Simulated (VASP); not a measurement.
# Ta2N (Cmmm) in VASP: notebook

Runs on Ta2N. Level: PBE. Tasks: single point.

Program: VASP 6.6.1. These are calculated values, not measurements. Logs are shortened: lines on timing, memory, paths and dates and some standing lists are left out, and cuts for length are marked.

## 1. The cell of the first run

It takes space group Cmmm (No. 65, orthorhombic). The conventional cell has a = 6.690 Å, b = 8.938 Å, c = 3.364 Å, α = 90.00°, β = 90.00°, γ = 90.00°. Ta (site symmetry 2mm) has 2 N at 2.16 Å and 5 Ta at 2.81 to 2.88 Å within 2.9 Å. Ta (site symmetry m2m) has 2 N at 2.30 Å and 4 Ta at 2.81 Å within 3.0 Å. Within 1.8 Å of N (site symmetry mm2) lie 1 N at 1.32 Å.

## 2. Single point, PBE

Contents of INCAR:

```
SYSTEM = Ta2N
  PREC = Accurate
  ENCUT = 520
  EDIFF = 1E-6
  ISMEAR = 0
  SIGMA = 0.1
  LREAL = .False.
  LASPH = .True.
  NELM = 80
  ALGO = Normal
  ISIF = 2
  LWAVE = .False.
  LCHARG = .False.
  GGA = PE
  NBANDS = 36
```

Contents of KPOINTS:

```
regular mesh
0
Gamma
  4 4 4
  0 0 0
```

Contents of POSCAR:

```
Ta2N
1.0
    4.4688573168     -3.3451823719      0.0000000000
    4.4688573168      3.3451823719      0.0000000000
    0.0000000000      0.0000000000      3.3638116763
Ta N
4 2
Direct
    0.7153637975      0.2846362025      0.0000000000
    0.2846362025      0.7153637975      0.0000000000
    0.2306795967      0.2306795967      0.0000000000
    0.7693204033      0.7693204033      0.0000000000
    0.0000000000      0.0000000000      0.3040555946
    0.0000000000      0.0000000000      0.6959444054
```

Potentials or basis: VASP PAW PBE potentials, release 64 (Ta_pv, N).

The run is started by

```bash
> cat potpaw_PBE.64/Ta_pv/POTCAR potpaw_PBE.64/N/POTCAR > POTCAR
> mpirun -np 1 vasp_std > vasp.out
```

OUTCAR:

```text
SYSTEM = Ta2N
   PREC = Accurate
   ENCUT = 520
   EDIFF = 1E-6
   ISMEAR = 0
   LREAL = .False.
   LASPH = .True.
   NELM = 80
   ISIF = 2
   GGA = PE

 ion  position               nearest neighbor table
   1  0.715  0.285  0.000-   5 2.16   6 2.16   3 2.81   4 2.81   3 2.81   4 2.81   2 2.88
   2  0.285  0.715  0.000-   5 2.16   6 2.16   3 2.81   4 2.81   3 2.81   4 2.81   1 2.88
   3  0.231  0.231  0.000-   5 2.30   6 2.30   1 2.81   2 2.81   2 2.81   1 2.81   4 3.36   4 3.36

   4  0.769  0.769  0.000-   5 2.30   6 2.30   1 2.81   2 2.81   2 2.81   1 2.81   3 3.36   3 3.36

   5  0.000  0.000  0.304-   6 1.32   2 2.16   1 2.16   4 2.30   3 2.30
   6  0.000  0.000  0.696-   5 1.32   2 2.16   1 2.16   4 2.30   3 2.30

  LATTYP: Found a base centered orthorhombic cell.
 ALAT       =     6.6903647438
 B/A-ratio  =     1.3359084259
 C/A-ratio  =     0.5027844976

  Lattice vectors:

 A1 = (  -4.4688573168,  -3.3451823719,   0.0000000000)
 A2 = (   4.4688573168,  -3.3451823719,   0.0000000000)
 A3 = (   0.0000000000,   0.0000000000,   3.3638116763)

Analysis of symmetry for initial positions (statically):
=====================================================================
 Subroutine PRICEL returns:
 Original cell was already a primitive cell.

 Routine SETGRP: Setting up the symmetry group for a
 base centered orthorhombic supercell.

 Subroutine GETGRP returns: Found  8 space group operations
 (whereof  8 operations were pure point group operations)
 out of a pool of  8 trial point group operations.

The static configuration has the point symmetry D_2h.

Analysis of symmetry for dynamics (positions and initial velocities):
=====================================================================
 Subroutine PRICEL returns:
 Original cell was already a primitive cell.

 Routine SETGRP: Setting up the symmetry group for a
 base centered orthorhombic supercell.

 Subroutine GETGRP returns: Found  8 space group operations
 (whereof  8 operations were pure point group operations)
 out of a pool of  8 trial point group operations.

The dynamic configuration has the point symmetry D_2h.

 Subroutine INISYM returns: Found  8 space group operations
 (whereof  8 operations are pure point group operations),
 and found     1 'primitive' translations

[... 98 lines left out ...]
   EDIFF  = 0.1E-05   stopping-criterion for ELM
   LREAL  =      F    real-space projection
   EDIFFG = 0.1E-04   stopping-criterion for IOM
   NSW    =      0    number of steps for IOM
   IBRION =     -1    ionic relax: 0-MD 1-quasi-New 2-CG
   NFREE  =      0    steps in history (QN), initial steepest desc. (CG)
   ISIF   =      2    stress and relaxation
   ISYM   =      2    0-nonsym 1-usesym 2-fastsym
   POTIM  = 0.5000    time-step for ionic-motion
   TEBEG  =    0.0;   TEEND  =   0.0 temperature during run
   PSTRESS=    0.0 pullay stress
   NELECT =      54.0000    total number of electrons
   NUPDOWN=      -1.0000    fix difference up-down
   EMIN   =  10.00;   EMAX   =-10.00  energy-range for DOS
   EFERMI =   0.00;   METHOD = LEGACY
   ISMEAR =     0;   SIGMA  =   0.10  broadening in eV -4-tet -1-fermi 0-gaus
   EFERMI_NEDOS =   21; number of points for ismear=-14 and -15
   IALGO  =     38    algorithm
   IMIX   =      4    mixing-type and parameters
     AMIX     =   0.40;   BMIX     =  1.00
     AMIX_MAG =   1.60;   BMIX_MAG =  1.00
  volume/ion in A,a.u.               =      16.76       113.12
  Fermi-wavevector in a.u.,A,eV,Ry     =   1.330598  2.514465 24.088982  1.770490
  Thomas-Fermi vector in A             =   2.459672
   LORBIT       =      0    0 simple, 1 ext, 2 COOP (PROOUT), +10 PAW based schemes
   GGA     = PE    functional components
   LHFCALC =     F    Hartree Fock is set to
   AEXX    =    0.0000 exact exchange contribution
   IVDW    =     0    specifies the selected vdW correction
   LEPSILON=     F    determine dielectric tensor
   LRPA    =     F    only Hartree local field effects (RPA)
 non-spin polarized calculation
 Gauss-broadening in eV      SIGMA  =   0.10
  energy-cutoff  :      520.00
  volume of cell :      100.57
 maximum number of plane-waves:      2724
 NGX is ok and might be reduce to    42
   NGX = 21   NGY = 21   NGZ = 13

 number of electron      54.0000003 magnetization

 Free energy of the ion-electron system (eV)
  ---------------------------------------------------
  ext. energy  EPLUGINS =         0.00000000
  ---------------------------------------------------
  free energy    TOTEN  =       -59.31300511 eV

  energy without entropy =      -59.28182005  energy(sigma->0) =      -59.29741258

 E-fermi :   4.9262     XC(G=0): -11.5907

 val. band max:        4.9228088990   @ k =   0.5000   0.0000   0.2500
 cond. band min:       4.9646836712   @ k =   0.5000   0.5000   0.2500
 fundamental gap:      0.0418747721
 Fermi energy:         4.9262403260

 k-point     1 :       0.0000    0.0000    0.0000
  band No.  band energies     occupation
      1     -30.2388      2.00000
      2     -30.1539      2.00000
      3     -30.1210      2.00000
      4     -29.8542      2.00000
      5     -29.8128      2.00000
      6     -29.7969      2.00000
[... 808 lines left out ...]
     35       8.2601      0.00000
     36       8.8000      0.00000

------------------------ aborting loop because EDIFF is reached ----------------------------------------

  FORCE on cell =-STRESS in cart. coord.  units (eV):
  Direction    XX          YY          ZZ          XY          YZ          ZX
  --------------------------------------------------------------------------------------
  -------------------------------------------------------------------------------------
  Total        0.0916423      0.1217125      0.1520176     -0.0000000      0.0000000      0.0000000
  in kB        1.4599191      1.9389551      2.4217341     -0.0000000      0.0000000      0.0000000
  external PRESSURE =       1.9402028 kB  Pullay stress =       0.0000000 kB

 VOLUME and BASIS-vectors are now :
 -----------------------------------------------------------------------------
  energy-cutoff  :      520.00
  volume of cell :      100.57
      direct lattice vectors                 reciprocal lattice vectors
     4.468857317 -3.345182372  0.000000000     0.111885425 -0.149468682  0.000000000
     4.468857317  3.345182372  0.000000000     0.111885425  0.149468682  0.000000000
     0.000000000  0.000000000  3.363811676     0.000000000  0.000000000  0.297281803

 POSITION                                       TOTAL-FORCE (eV/Angst)
 -----------------------------------------------------------------------------------
      4.46886     -1.44086      0.00000         0.000000      0.030659      0.000000
      4.46886      1.44086      0.00000         0.000000     -0.030659      0.000000
      2.06175      0.00000      0.00000        -0.009017      0.000000      0.000000
      6.87597      0.00000      0.00000         0.009017      0.000000      0.000000
      0.00000      0.00000      1.02279        -0.000000      0.000000     -0.057314
      0.00000      0.00000      2.34103        -0.000000      0.000000      0.057314
 -----------------------------------------------------------------------------------
    total drift:                               -0.000000      0.000000     -0.000000

  FREE ENERGIE OF THE ION-ELECTRON SYSTEM (eV)
  ---------------------------------------------------
  free  energy   TOTEN  =       -59.3130051054 eV

  energy  without entropy=      -59.2818200549  energy(sigma->0) =      -59.29741258
```

OSZICAR:

```text
N       E                     dE             d eps       ncg     rms          rms(c)
DAV:   1     0.509828158453E+03    0.50983E+03   -0.29829E+04  1512   0.152E+03
DAV:   2    -0.357398549629E+02   -0.54557E+03   -0.53199E+03  1728   0.443E+02
DAV:   3    -0.643424791462E+02   -0.28603E+02   -0.27824E+02  1940   0.919E+01
DAV:   4    -0.649894855383E+02   -0.64701E+00   -0.64109E+00  1904   0.133E+01
DAV:   5    -0.650059148936E+02   -0.16429E-01   -0.16414E-01  1928   0.180E+00    0.285E+01
DAV:   6    -0.600261871868E+02    0.49797E+01   -0.30136E+01  1996   0.258E+01    0.137E+01
DAV:   7    -0.594728100833E+02    0.55338E+00   -0.47098E+00  1992   0.109E+01    0.787E+00
DAV:   8    -0.593998494825E+02    0.72961E-01   -0.19062E+00  2020   0.916E+00    0.250E+00
DAV:   9    -0.593137121558E+02    0.86137E-01   -0.53287E-01  2028   0.368E+00    0.657E-01
DAV:  10    -0.593130093527E+02    0.70280E-03   -0.20234E-02  1848   0.878E-01    0.284E-01
DAV:  11    -0.593129810161E+02    0.28337E-04   -0.23551E-03  2028   0.288E-01    0.629E-02
DAV:  12    -0.593130010263E+02   -0.20010E-04   -0.19436E-04  2000   0.896E-02    0.277E-02
DAV:  13    -0.593130057062E+02   -0.46800E-05   -0.13394E-05  1868   0.223E-02    0.610E-03
DAV:  14    -0.593130051054E+02    0.60086E-06   -0.22806E-06  1412   0.877E-03
   1 F= -.59313005E+02 E0= -.59297413E+02  d E =-.311851E-01
```

stdout:

```text
POSCAR found type information on POSCAR TaN
 POSCAR found :  2 types and       6 ions
 scaLAPACK will be used
 LDA part: xc-table for (Slater+PW92), standard interpolation
 POSCAR, INCAR and KPOINTS ok, starting setup
 FFT: planning ... GRIDC
 FFT: planning ... GRID_SOFT
 FFT: planning ... GRID
 WAVECAR not read
 entering main loop
```

Run time: 66 s. Hardware: 1 thread of Intel Xeon Platinum 8124M at 3.00GHz (Skylake/Cascade Lake), shared host; peak memory 0.24 GiB.

Results:

```yaml
Free_energy: -59.3130 eV
Pressure: 0.2 GPa
Largest_force: 0.057 eV/Å
Band_gap_on_the_k_mesh: zero (band 27 reaches 5.76 eV, above the bottom of band 28 at 4.38 eV)
```

Forces on the atoms (eV/Å):
```
Ta   0.000  0.031  0.000
Ta   0.000 -0.031  0.000
Ta  -0.009  0.000  0.000
Ta   0.009  0.000  0.000
N    0.000  0.000 -0.057
N    0.000  0.000  0.057
```

Caveat: the k points lie up to 0.47 Å⁻¹ apart; spin-orbit coupling is left out, which moves the levels of the heavy elements.

## 3. Single point, PBE

This run uses another cell than the first one, of 17.18 Å³/atom, 1.025 times its volume.

Contents of INCAR:

```
  ALGO = Normal
  EDIFF = 1E-6
  ENCUT = 520
  GGA = PE
  ISIF = 2
  ISMEAR = 0
  LASPH = True
  LCHARG = True
  LELF = True
  LREAL = False
  LVHAR = True
  LWAVE = False
  NBANDS = 36
  NELM = 60
  PREC = Accurate
  SIGMA = 0.1
```

Contents of KPOINTS:

```
k-points
0
Gamma
  4 4 4
```

Contents of POSCAR:

```
Ta2N
1.0
    3.3463698700     -3.6737974500      0.0000000000
    3.3463698700      3.6737974500      0.0000000000
    0.0000000000      0.0000000000      4.1927281400
Ta N
4 2
Direct
    0.6684075900      0.3315924100      0.0000000000
    0.3315924100      0.6684075900      0.0000000000
    0.1424073900      0.1424073900      0.0000000000
    0.8575926100      0.8575926100      0.0000000000
    0.0000000000      0.0000000000      0.2416028500
    0.0000000000      0.0000000000      0.7583971500
```

Potentials or basis: VASP PAW PBE potentials, release 64 (Ta_pv, N).

The run is started by

```bash
> cat potpaw_PBE.64/Ta_pv/POTCAR potpaw_PBE.64/N/POTCAR > POTCAR
> mpirun -np 1 vasp_std > vasp.out
```

Wall time 64 s (1 thread of Intel Xeon Platinum 8124M at 3.00GHz (Skylake/Cascade Lake), shared host); peak memory 0.24 GiB.

It converged, with:

| Item | Value |
| --- | --- |
| Free energy | -6.7742 eV |
| Pressure | 217.3 GPa |
| Largest force | 115.037 eV/Å |
| Band gap on the k mesh | zero (band 27 reaches 5.50 eV, above the bottom of band 28 at 4.07 eV) |

Forces on the atoms (eV/Å):
```
Ta     0.000    2.508    0.000
Ta     0.000   -2.508    0.000
Ta   115.037    0.000    0.000
Ta  -115.037    0.000    0.000
N      0.000    0.000   75.477
N      0.000    0.000  -75.477
```

Stress tensor (GPa, compression positive):
```
366.40   0.00   0.00
  0.00  41.98   0.00
  0.00   0.00 243.51
```

Levels at points of the mesh, in eV from the Fermi level:
```
           k point  band 25  band 26  band 27  band 28  band 29  band 30
(0.00, 0.00, 0.00)    -1.23    -0.62    -0.46    -0.36     1.15     1.29
(0.50, 0.00, 0.00)    -1.35    -0.43    -0.09    -0.07     0.27     0.59
(0.50, 0.50, 0.00)    -0.66    -0.49    -0.18     0.33     0.58     1.45
(0.00, 0.00, 0.50)    -1.37    -0.01     0.18     0.31     0.91     1.30
(0.50, 0.00, 0.50)    -1.51    -1.36     0.00     0.48     0.54     1.41
(0.50, 0.50, 0.50)    -1.63     0.27     1.07     1.34     1.55     1.70
```

Caveat: the k points lie up to 0.37 Å⁻¹ apart; spin-orbit coupling is left out, which moves the levels of the heavy elements; forces of over 1 eV/Å act on the atoms, so gaps and moduli don't describe the material at rest.
